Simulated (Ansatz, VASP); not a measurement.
## Two plane-wave programs on Al3BP2

```xyz
6
Lattice="2.5725 1.4853 4.0675 -2.5725 1.4853 4.0675 0.0000 -2.9705 4.0675" Properties=species:S:1:pos:R:3 pbc="T T T"
Al   -1.2863    0.7426    2.0338
Al    1.2863    0.7426    2.0338
Al    0.0000   -1.4853    2.0338
B     0.0000    0.0000    0.0000
P     0.0000    0.0000    7.6324
P     0.0000    0.0000    4.5702
```

Change from the starting cell: species swapped into the Ta2MnV3 type (R-3m, No. 166).

Alike in both runs: task relaxation of cell and atoms; functional PBE; k mesh 6 × 6 × 6; occupations gaussian, width 0.1 eV; no spin polarisation.

|  | VASP | Ansatz |
| --- | --- | --- |
| version | VASP 6.6.1 | Ansatz 0.2.0 |
| potentials or method | VASP PAW PBE potentials, release 64 (Al, B, P), cutoff 600 eV | scalar-relativistic, plane waves, PAW |
| valence electrons in the cell | 22 | 22 |

VASP gave:

```
gap on the k mesh at the Fermi level, each at its own relaxed structure (eV) : none
relaxed volume (Å³/atom)                                                     : 15.31
relaxed cell length with the largest relative difference (Å)                 : 4.519
```

Estimate Ansatz's values.

gap on the k mesh at the Fermi level, each at its own relaxed structure (eV): none; relaxed volume (Å³/atom): 15.36; relaxed cell length with the largest relative difference (Å): 4.524.

A gap of «none» marks a metal or a gap that the smearing closes.
